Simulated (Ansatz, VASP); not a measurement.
**One calculation of CdGeAs2, two programs**

The input INCAR:

```
  PREC = Accurate
  ENCUT = 520
  EDIFF = 1E-6
  ISMEAR = 0
  SIGMA = 0.01
  LREAL = False
  LASPH = True
  NELM = 80
  ALGO = Normal
  ISIF = 2
  LWAVE = False
  LCHARG = False
  GGA = PE
  IVDW = 12
  NBANDS = 46
```

The input KPOINTS:

```
regular mesh
0
Gamma
  8 8 8
```

POSCAR

```
CdGeAs2
1.0
   -2.9857292631      2.9857292631      5.6549529091
    2.9857292631     -2.9857292631      5.6549529091
    2.9857292631      2.9857292631     -5.6549529091
Cd Ge As
2 2 4
Direct
    0.2500000000      0.7500000000      0.5000000000
    0.5000000000      0.5000000000      0.0000000000
    0.0000000000      0.0000000000      0.0000000000
    0.7500000000      0.2500000000      0.5000000000
    0.8750000000      0.3487696611      0.9737696611
    0.6512303389      0.6250000000      0.5262303389
    0.3750000000      0.9012303389      0.0262303389
    0.0987696611      0.1250000000      0.4737696611
```

Input for Ansatz:

```yaml
crystal:
  lattice:
    - [-2.9857292631, 2.9857292631, 5.6549529091]
    - [2.9857292631, -2.9857292631, 5.6549529091]
    - [2.9857292631, 2.9857292631, -5.6549529091]
  atoms:
    - { symbol: Cd, position: [0.25, 0.75, 0.5] }
    - { symbol: Cd, position: [0.5, 0.5, 0.0] }
    - { symbol: Ge, position: [0.0, 0.0, 0.0] }
    - { symbol: Ge, position: [0.75, 0.25, 0.5] }
    - { symbol: As, position: [0.875, 0.3487696611, 0.9737696611] }
    - { symbol: As, position: [0.6512303389, 0.625, 0.5262303389] }
    - { symbol: As, position: [0.375, 0.9012303389, 0.0262303389] }
    - { symbol: As, position: [0.0987696611, 0.125, 0.4737696611] }
basis:
  ecutwfc: 420
kpoints:
  mp_grid: { grid: [8, 8, 8] }
hamiltonian:
  xc: pbe
  dispersion: d3bj
scf:
  occupations: { method: gaussian, width: 0.15 }
output:
  forces: true
  eigenvalues: true
  stress: true
```

Alike in both runs: task single point; functional PBE; dispersion D3(BJ); k mesh 8 × 8 × 8; no spin polarisation.

|  | VASP | Ansatz |
| --- | --- | --- |
| version | VASP 6.6.1 | Ansatz 0.2.0 |
| potentials or method | VASP PAW PBE potentials, release 64 (Cd, Ge_d, As), cutoff 520 eV | scalar-relativistic, plane waves, PAW |
| occupations | gaussian, width 0.01 eV | gaussian, width 0.15 eV |
| valence electrons in the cell | 72 | 128 |

VASP gave:

```
pressure (GPa)                     : 0.2
rms of the force components (eV/Å) : 0.005
```

Question: What did Ansatz give for the same quantities?

Answer: Pressure (GPa): 0.0; rms of the force components (eV/Å): 0.000.

Atom by atom the forces differ by 0.004 eV/Å (rms over components). VASP's potentials hold 72 valence electrons a cell and Ansatz's 128, so a difference there can come from the potentials and not from the codes.
